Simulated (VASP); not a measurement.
Crystal: BAs2.

```xyz
3
Lattice="3.7433 0.0000 0.0000 0.0000 3.8551 0.0000 0.0000 0.0000 4.7220" Properties=species:S:1:pos:R:3 pbc="T T T"
B     1.8717    1.9275    2.3610
As    0.0000    0.0000    2.3610
As    1.8717    0.0000    0.0000
```

The cell was built from a structure type or drawn by symmetry, and may not be a known phase.

```yaml
Program: VASP 6.6.1
Task: relaxation of cell and atoms
Functional: PBE
Potentials_or_basis: VASP PAW PBE potentials, release 64 (B, As)
Cutoff: 600 eV
k_mesh: 4 × 4 × 4
Occupations: gaussian, width 0.1 eV
Spin: no spin polarisation
```

At the start: pressure -14.1 GPa; volume 22.71 Å³/atom.

Where does the relaxation end?

Over 17 steps the energy falls by 538.6 meV/atom and the volume is 15.63 Å³/atom (-31.2 %); space group Pmmm (No. 47, to 0.1 Å) before and after.

The path:
```
step  energy change (eV)  largest force (eV/Å)  pressure (GPa)  volume (Å³)
   1              0.0000                0.0000          -14.05        68.14
   2             -1.2323                0.0000           -3.79        50.31
   3             -1.2761                0.0000            1.02        47.53
   4             -1.4662                0.0000            4.88        45.05
   5             -1.4700                0.0000            4.25        45.31
   6             -1.5502                0.0000           -0.92        47.66
   7             -1.5524                0.0000           -1.58        48.08
   8             -1.5909                0.0000           -1.05        48.05
   9             -1.5912                0.0000           -0.99        48.04
  10             -1.5971                0.0000            0.48        47.30
  11             -1.5975                0.0000            1.11        47.01
  12             -1.6007                0.0000            0.86        46.95
  13             -1.6140                0.0000            0.55        46.73
  14             -1.6135                0.0000            0.19        46.78
  15             -1.6141                0.0000            0.44        46.75
  16             -1.6152                0.0000            0.06        46.96
  17             -1.6157                0.0000            0.19        46.89
```

Final structure:
```
B As
1.0
     3.11529    0.00000    0.00000
     0.00000    3.07645    0.00000
     0.00000    0.00000    4.89216
B As
1 2
Direct
  0.50000 0.50000 0.50000
  0.00000 0.00000 0.50000
  0.50000 0.00000 0.00000
```

Caveat: the k points lie up to 0.51 Å⁻¹ apart in the final cell, too coarse for converged energies and pressures of a metal; the volume moved by over 15 % at a fixed basis, so the end points are rough.
